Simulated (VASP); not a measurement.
# Li3TaO4 (I4/mmm) in VASP: single point with PBEsol

Aim: the single point of Li3TaO4 with PBEsol.

Program: VASP 6.6.1. These are calculated values, not measurements. Logs are shortened: lines on timing, memory, paths and dates and some standing lists are left out, and cuts for length are marked.

## (1) The cell of the first run

Symmetry: I4/mmm, No. 139, tetragonal system. Conventional cell: a = 4.099 Å, b = 4.099 Å, c = 8.953 Å, α = 90.00°, β = 90.00°, γ = 90.00°. Li (site symmetry 4/mmm) has 6 O at 2.05 to 2.55 Å within 2.7 Å. Within 2.7 Å of Li (site symmetry -4m2) lie 6 O at 2.07 to 2.24 Å. Within 2.6 Å of Ta (site symmetry 4/mmm) lie 6 O at 1.92 to 2.05 Å. O (site symmetry mmm) has 4 Li at 2.05 to 2.24 Å and 2 Ta at 2.05 Å within 2.7 Å. O (site symmetry 4mm) has 1 Ta at 1.92 Å and 5 Li at 2.07 to 2.55 Å within 2.6 Å.

## (2) Single point, PBEsol (9.40 Å³/atom)

Contents of INCAR:

```
ALGO = Normal
EDIFF = 1E-6
ENCUT = 880
GGA = PS
GGA_COMPAT = False
ISIF = 2
ISMEAR = 0
LASPH = True
LCHARG = False
LREAL = False
LWAVE = False
NBANDS = 33
NELM = 120
PREC = Accurate
SIGMA = 0.02
```

Contents of KPOINTS:

```
k-points
0
Gamma
  10 10 10
```

Contents of POSCAR:

```
Li3TaO4
1.0
   -2.0495090255      2.0495090255      4.4763224902
    2.0495090255     -2.0495090255      4.4763224902
    2.0495090255      2.0495090255     -4.4763224902
Li Ta O
3 1 4
Direct
    0.5000000000      0.5000000000      0.0000000000
    0.2500000000      0.7500000000      0.5000000000
    0.7500000000      0.2500000000      0.5000000000
    0.0000000000      0.0000000000      0.0000000000
    0.0000000000      0.5000000000      0.5000000000
    0.7850157651      0.7850157651      0.0000000000
    0.5000000000      0.0000000000      0.5000000000
    0.2149842349      0.2149842349      0.0000000000
```

Potentials or basis: VASP PAW PBE potentials, release 64 (Li_sv, Ta_sv_GW, O).

On the command line:

```bash
cat potpaw_PBE.64/Li_sv/POTCAR potpaw_PBE.64/Ta_sv_GW/POTCAR potpaw_PBE.64/O/POTCAR > POTCAR
mpirun -np 1 vasp_std > vasp.out
```

OUTCAR:

```text
EDIFF = 1E-6
   ENCUT = 880
   GGA = PS
   ISIF = 2
   ISMEAR = 0
   LASPH = True
   LREAL = False
   NELM = 120
   PREC = Accurate

 ion  position               nearest neighbor table
   1  0.500  0.500  0.000-   5 2.05   7 2.05   7 2.05   5 2.05   4 2.90   4 2.90   4 2.90   4 2.90

   2  0.250  0.750  0.500-   6 2.07   8 2.07   6 2.07   8 2.07   7 2.24   5 2.24
   3  0.750  0.250  0.500-   6 2.07   8 2.07   6 2.07   8 2.07   7 2.24   5 2.24
   4  0.000  0.000  0.000-   6 1.92   8 1.92   7 2.05   5 2.05   5 2.05   7 2.05   1 2.90   1 2.90
                             1 2.90   1 2.90
   5  0.000  0.500  0.500-   1 2.05   4 2.05   4 2.05   1 2.05   3 2.24   2 2.24
   6  0.785  0.785  0.000-   4 1.92   3 2.07   2 2.07   3 2.07   2 2.07
   7  0.500  0.000  0.500-   1 2.05   4 2.05   1 2.05   4 2.05   3 2.24   2 2.24
   8  0.215  0.215  0.000-   4 1.92   2 2.07   3 2.07   2 2.07   3 2.07

  LATTYP: Found a body centered tetragonal cell.
 ALAT       =     4.0990180510
 C/A-ratio  =     2.1840950367

  Lattice vectors:

 A1 = (  -2.0495090255,   2.0495090255,   4.4763224902)
 A2 = (   2.0495090255,  -2.0495090255,   4.4763224902)
 A3 = (   2.0495090255,   2.0495090255,  -4.4763224902)

Analysis of symmetry for initial positions (statically):
=====================================================================
 Subroutine PRICEL returns:
 Original cell was already a primitive cell.

 Routine SETGRP: Setting up the symmetry group for a
 body centered tetragonal supercell.

 Subroutine GETGRP returns: Found 16 space group operations
 (whereof 16 operations were pure point group operations)
 out of a pool of 16 trial point group operations.

The static configuration has the point symmetry D_4h.

Analysis of symmetry for dynamics (positions and initial velocities):
=====================================================================
 Subroutine PRICEL returns:
 Original cell was already a primitive cell.

 Routine SETGRP: Setting up the symmetry group for a
 body centered tetragonal supercell.

 Subroutine GETGRP returns: Found 16 space group operations
 (whereof 16 operations were pure point group operations)
 out of a pool of 16 trial point group operations.

The dynamic configuration has the point symmetry D_4h.

[... 112 lines left out ...]
   EDIFFG = 0.1E-04   stopping-criterion for IOM
   NSW    =      0    number of steps for IOM
   IBRION =     -1    ionic relax: 0-MD 1-quasi-New 2-CG
   NFREE  =      0    steps in history (QN), initial steepest desc. (CG)
   ISIF   =      2    stress and relaxation
   ISYM   =      2    0-nonsym 1-usesym 2-fastsym
   POTIM  = 0.5000    time-step for ionic-motion
   TEBEG  =    0.0;   TEEND  =   0.0 temperature during run
   PSTRESS=    0.0 pullay stress
   NELECT =      46.0000    total number of electrons
   NUPDOWN=      -1.0000    fix difference up-down
   EMIN   =  10.00;   EMAX   =-10.00  energy-range for DOS
   EFERMI =   0.00;   METHOD = LEGACY
   ISMEAR =     0;   SIGMA  =   0.02  broadening in eV -4-tet -1-fermi 0-gaus
   EFERMI_NEDOS =   21; number of points for ismear=-14 and -15
   IALGO  =     38    algorithm
   IMIX   =      4    mixing-type and parameters
     AMIX     =   0.40;   BMIX     =  1.00
     AMIX_MAG =   1.60;   BMIX_MAG =  1.00
  volume/ion in A,a.u.               =       9.40        63.44
  Fermi-wavevector in a.u.,A,eV,Ry     =   1.389634  2.626027 26.273975  1.931083
  Thomas-Fermi vector in A             =   2.513646
   LORBIT       =      0    0 simple, 1 ext, 2 COOP (PROOUT), +10 PAW based schemes
   GGA     = PS    functional components
   LHFCALC =     F    Hartree Fock is set to
   AEXX    =    0.0000 exact exchange contribution
   IVDW    =     0    specifies the selected vdW correction
   LEPSILON=     F    determine dielectric tensor
   LRPA    =     F    only Hartree local field effects (RPA)
 non-spin polarized calculation
 Gauss-broadening in eV      SIGMA  =   0.02
  energy-cutoff  :      880.00
  volume of cell :       75.21
 maximum number of plane-waves:      4486
 NGX is ok and might be reduce to    54
   NGX = 25   NGY = 25   NGZ = 25

 number of electron      46.0000000 magnetization

 Free energy of the ion-electron system (eV)
  ---------------------------------------------------
  ext. energy  EPLUGINS =         0.00000000
  ---------------------------------------------------
  free energy    TOTEN  =       -61.76669133 eV

  energy without entropy =      -61.76669133  energy(sigma->0) =      -61.76669133

 E-fermi :   3.5523     XC(G=0): -11.0414

 val. band max:        3.4695705733   @ k =   0.3000   0.3000   0.2000
 cond. band min:       5.0485746926   @ k =   0.0000   0.0000   0.0000
 fundamental gap:      1.5790041193
 Fermi energy:         3.5523121592

 k-point     1 :       0.0000    0.0000    0.0000
  band No.  band energies     occupation
      1     -64.1591      2.00000
      2     -39.6578      2.00000
      3     -38.4947      2.00000
      4     -38.4636      2.00000
      5     -30.7313      2.00000
      6     -30.7313      2.00000
[... 853 lines left out ...]
     32      14.9000      0.00000
     33      15.5944      0.00000

 [... further k-points ...]

------------------------ aborting loop because EDIFF is reached ----------------------------------------

  FORCE on cell =-STRESS in cart. coord.  units (eV):
  Direction    XX          YY          ZZ          XY          YZ          ZX
  --------------------------------------------------------------------------------------
  -------------------------------------------------------------------------------------
  Total       -1.7408249     -1.7408249     -1.5970361      0.0000000      0.0000000     -0.0000000
  in kB      -37.0838347    -37.0838347    -34.0207806      0.0000000      0.0000000     -0.0000000
  external PRESSURE =     -36.0628167 kB  Pullay stress =       0.0000000 kB

 VOLUME and BASIS-vectors are now :
 -----------------------------------------------------------------------------
  energy-cutoff  :      880.00
  volume of cell :       75.21
      direct lattice vectors                 reciprocal lattice vectors
    -2.049509025  2.049509025  4.476322490     0.000000000  0.243960868  0.111698833
     2.049509025 -2.049509025  4.476322490     0.243960868  0.000000000  0.111698833
     2.049509025  2.049509025 -4.476322490     0.243960868  0.243960868  0.000000000

 POSITION                                       TOTAL-FORCE (eV/Angst)
 -----------------------------------------------------------------------------------
      0.00000      0.00000      4.47632        -0.000000     -0.000000      0.000000
      2.04951      0.00000      2.23816        -0.000000     -0.000000      0.000000
      0.00000      2.04951      2.23816        -0.000000     -0.000000      0.000000
      0.00000      0.00000      0.00000        -0.000000     -0.000000      0.000000
      2.04951      0.00000      0.00000        -0.000000     -0.000000      0.000000
      0.00000      0.00000      7.02797         0.000000      0.000000     -0.065041
      0.00000      2.04951      0.00000        -0.000000     -0.000000      0.000000
      0.00000      0.00000      1.92468         0.000000      0.000000      0.065041
 -----------------------------------------------------------------------------------
    total drift:                                0.000000      0.000000     -0.000000

  FREE ENERGIE OF THE ION-ELECTRON SYSTEM (eV)
  ---------------------------------------------------
  free  energy   TOTEN  =       -61.7666913267 eV

  energy  without entropy=      -61.7666913267  energy(sigma->0) =      -61.76669133
```

OSZICAR:

```text
N       E                     dE             d eps       ncg     rms          rms(c)
DAV:   1     0.490248800676E+03    0.49025E+03   -0.32924E+04  6732   0.220E+03
DAV:   2    -0.350699701320E+02   -0.52532E+03   -0.50144E+03  8694   0.486E+02
DAV:   3    -0.684526660048E+02   -0.33383E+02   -0.33082E+02  8505   0.118E+02
[... 16 lines left out ...]
DAV:  20    -0.617667204534E+02    0.13474E-04   -0.46054E-05 10899   0.355E-02    0.246E+00
DAV:  21    -0.617666989063E+02    0.21547E-04   -0.30053E-05 10475   0.319E-02    0.966E-01
DAV:  22    -0.617666928277E+02    0.60786E-05   -0.99975E-06 10751   0.174E-02    0.334E-01
DAV:  23    -0.617666915923E+02    0.12354E-05   -0.13830E-06  5573   0.641E-03    0.101E-01
DAV:  24    -0.617666913267E+02    0.26556E-06   -0.99743E-07  4734   0.422E-03
   1 F= -.61766691E+02 E0= -.61766691E+02  d E =-.172415E-11
```

Run time: 16 min. Hardware: 1 thread of Intel Xeon 6975P-C (Granite Rapids), shared host; peak memory 0.75 GiB.

What came out:

```
Free energy            : -61.7667 eV
Pressure               : -3.6 GPa
Largest force          : 0.065 eV/Å
Band gap on the k mesh : 1.58 eV (least direct gap 1.64 eV)
```

Forces on the atoms (eV/Å):
```
Li   0.000  0.000  0.000
Li   0.000  0.000  0.000
Li   0.000  0.000  0.000
Ta   0.000  0.000  0.000
O    0.000  0.000  0.000
O    0.000  0.000 -0.065
O    0.000  0.000  0.000
O    0.000  0.000  0.065
```

Caveat: the cell stands under tension; the PAW data sets were made with another functional, which shifts forces and pressure a little; spin-orbit coupling is left out, which moves the levels of the heavy elements. A k mesh can miss the band edges.
